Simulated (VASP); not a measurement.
Cs: single point with PBEsol

Crystal: Cs.

```
Cs
1.0
     0.00000    5.53077    5.53077
     5.53077    0.00000    5.53077
     5.53077    5.53077    0.00000
Cs
2
Direct
  0.12500 0.12500 0.12500
  0.87500 0.87500 0.87500
```

This isn't the form of Cs at room conditions, which is bcc.

| Quantity | Value |
| --- | --- |
| Program | VASP 6.6.1 |
| Task | single point |
| Functional | PBEsol |
| Potentials or basis | VASP PAW PBE potentials, release 64 (Cs_sv) |
| Cutoff | 520 eV |
| k mesh | 8 × 8 × 8 |
| Occupations | fermi-dirac, width 0.1 eV |
| Spin | no spin polarisation |

```yaml
Pressure: 0.0 GPa
Band_gap_on_the_k_mesh: zero (bands 9 and 10 overlap by 0.12 eV)
```

Levels at points of the mesh, in eV from the Fermi level:
```
           k point  band 7  band 8  band 9  band 10  band 11  band 12
(0.00, 0.00, 0.00)  -11.03  -11.03   -1.36     1.35     1.35     1.39
(0.50, 0.00, 0.00)  -11.02  -11.02   -0.55     0.04     1.13     1.13
(0.50, 0.50, 0.00)  -11.00  -11.00    0.04     0.04     0.64     0.64
```

Run time: 3.6 min on 1 thread of Intel(R) Xeon(R) Platinum 8375C CPU @ 2.90GHz (Ice Lake), with other jobs on the host, peak memory 0.55 GiB.

Caveat: the PAW data sets were made with another functional, which shifts forces and pressure a little; spin-orbit coupling is left out, which moves the levels of the heavy elements.
